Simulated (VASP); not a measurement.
# SnSe: single point with PBE

Crystal: SnSe.

```
Sn Se
1.0
     0.00000    3.01000    3.01000
     3.01000    0.00000    3.01000
     3.01000    3.01000    0.00000
Sn Se
1 1
Cartesian
  0.0000 0.0000 0.0000
  3.0100 3.0100 3.0100
```

```yaml
Program: VASP 6.6.1
Task: single point
Functional: PBE
Potentials_or_basis: VASP PAW PBE potentials, release 64 (Sn_d, Se)
Cutoff: 500 eV
k_mesh: 5 × 5 × 5
Occupations: gaussian, width 0.01 eV
Spin: no spin polarisation
```

```yaml
Pressure: 0.7 GPa
```

Levels at points of the mesh, in eV from the Fermi level:
```csv
k point,band 7,band 8,band 9,band 10,band 11,band 12,band 13,band 14
"(0.00, 0.00, 0.00)",-5.01,-2.13,-2.13,-2.13,4.38,4.38,4.38,5.93
```

Run time: 12 s on 1 thread of Intel Xeon 8259CL, on a shared host, peak memory 0.17 GiB.

Caveat: this odd mesh misses L, so gap, dielectric constants and Born charges aren't listed; spin-orbit coupling is left out, which moves the levels of the heavy elements.
